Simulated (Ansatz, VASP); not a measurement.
## Ba: VASP beside Ansatz

File INCAR:

```
SYSTEM = Ba
PREC = Accurate
ENCUT = 520
EDIFF = 1E-8
ISMEAR = -1
SIGMA = 0.05
LREAL = .False.
LASPH = .True.
NELM = 100
ALGO = Normal
ISIF = 2
LWAVE = .False.
LCHARG = .False.
GGA = PE
LEFG = .True.
NBANDS = 11
```

File KPOINTS:

```
Automatic mesh
0
Gamma
  10 10 10
  0 0 0
```

The input POSCAR:

```
Ba
1.0
   -2.5165567739      2.5165567739      2.5165567739
    2.5165567739     -2.5165567739      2.5165567739
    2.5165567739      2.5165567739     -2.5165567739
Ba
1
Direct
    0.0000000000      0.0000000000      0.0000000000
```

Input for Ansatz:

```yaml
crystal:
  lattice:
    - [-2.5165567739, 2.5165567739, 2.5165567739]
    - [2.5165567739, -2.5165567739, 2.5165567739]
    - [2.5165567739, 2.5165567739, -2.5165567739]
  atoms:
    - { symbol: Ba, position: [0.0, 0.0, 0.0] }
kpoints:
  mp_grid: { grid: [10, 10, 10] }
scf:
  occupations: { method: fermi_dirac, width: 0.05 }
hamiltonian:
  xc: pbe
  pseudopotentials: { kind: paw }
output:
  forces: true
  stress: true
  eigenvalues: true
  efg: { contact_densities: true }
  write_density: true
  write_potential: true
  elf: true
  volumetric_format: npy
```

Change from the starting cell: volume scaled by 1.02, PAW files.

Alike in both runs: task electric field gradients; functional PBE; k mesh 10 × 10 × 10; occupations fermi-dirac, width 0.05 eV; no spin polarisation.

|  | VASP | Ansatz |
| --- | --- | --- |
| version | VASP 6.6.1 | Ansatz 0.2.0 |
| potentials or method | VASP PAW PBE potentials, release 64 (Ba_sv) | PAW with Ansatz's default frozen-core files, scalar-relativistic |
| plane-wave cutoff (eV) | 520 | 420 |
| valence electrons in the cell | 10 | 10 |

```tsv
	VASP	Ansatz	Ansatz less VASP
pressure (GPa)	0.0	-0.1	-0.05
```

Neither program's run includes spin-orbit coupling.
